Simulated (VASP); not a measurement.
Ti:

```
Ti
1.0
    -1.69023    1.69023    1.64100
     1.69023   -1.69023    1.64100
     1.69023    1.69023   -1.64100
Ti
1
Direct
  0.00000 0.00000 0.00000
```

This cell differs from its parent crystal: x and y stretched by +3 %, z held.

Base run:

```yaml
Program: VASP 6.6.1
Functional: PBE
Potentials_or_basis: VASP PAW PBE potentials, release 64 (Ti_sv)
Cutoff: 520 eV
k_mesh: 14 × 14 × 14
Occupations: fermi-dirac, width 0.05 eV
Spin: no spin polarisation
```

Its results: band gap on the k mesh zero (band 6 reaches 8.23 eV, above the bottom of band 7 at 6.74 eV); pressure -7.8 GPa.

Problem. The run is repeated on the same cell with these changes: functional from PBE to LDA; potentials or basis from VASP PAW PBE potentials, release 64 (Ti_sv) to VASP PAW LDA potentials, release 64 (Ti_sv). What comes out?

Solution. Band gap on the k mesh zero (band 6 reaches 7.95 eV, above the bottom of band 7 at 6.51 eV); pressure -15.1 GPa.
